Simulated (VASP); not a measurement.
Wanted: the native input for a VASP 6.6.1 run.

```
Task                   : single point
Functional             : PBE
Dispersion             : D3(BJ)
Potentials or basis    : VASP PAW PBE potentials, release 64 (Ti_sv, C)
Cutoff                 : 520 eV
k mesh                 : 11 × 11 × 11
Occupations            : fermi-dirac, width 0.05 eV
Spin                   : no spin polarisation
Dipole correction      : no
Further INCAR settings : ALGO = Normal; EDIFF = 1e-06; NBANDS = 15
```

The structure of TiC lies in POSCAR:

```
TiC
1.0
    0.0000000000      2.1215080947      2.1215080947
    2.1215080947      0.0000000000      2.1215080947
    2.1215080947      2.1215080947      0.0000000000
Ti C
1 1
Direct
    0.0000000000      0.0000000000      0.0000000000
    0.5000000000      0.5000000000      0.5000000000
```

These files were run (other wordings do the same):

INCAR

```
PREC     = Accurate       # precision mode
ENCUT    = 520            # plane-wave cutoff, eV
EDIFF    = 1E-6           # SCF threshold, eV
ISMEAR   = -1             # smearing method
SIGMA    = 0.05           # smearing width, eV
LREAL    = False          # projectors in reciprocal space
LASPH    = True           # aspherical terms in the spheres
NELM     = 100            # most SCF steps
ALGO     = Normal         # electronic algorithm
ISIF     = 2              # what is computed and relaxed
LWAVE    = False          # write WAVECAR
LCHARG   = False          # write CHGCAR
GGA      = PE             # functional
IVDW     = 12             # dispersion correction
NBANDS   = 15             # bands
```

KPOINTS

```
regular mesh
0
Gamma
  11 11 11
```

Potentials or basis: VASP PAW PBE potentials, release 64 (Ti_sv, C).

Run with:

```bash
$ cat potpaw_PBE.64/Ti_sv/POTCAR potpaw_PBE.64/C/POTCAR > POTCAR
$ mpirun -np 1 vasp_std > vasp.out
```

It gave:

| Quantity | Value |
| --- | --- |
| Pressure | 9.8 GPa |
| Band gap on the k mesh | zero (band 8 reaches 10.87 eV, above the bottom of band 9 at 9.74 eV) |
| Dispersion energy per atom | -0.475 eV |

Caveat: pairwise dispersion overbinds metals, which lowers pressure and volume.

It took 13 s on 1 thread of AMD EPYC 7R13 Processor (Zen 3) (shared host), peak memory 0.13 GiB.
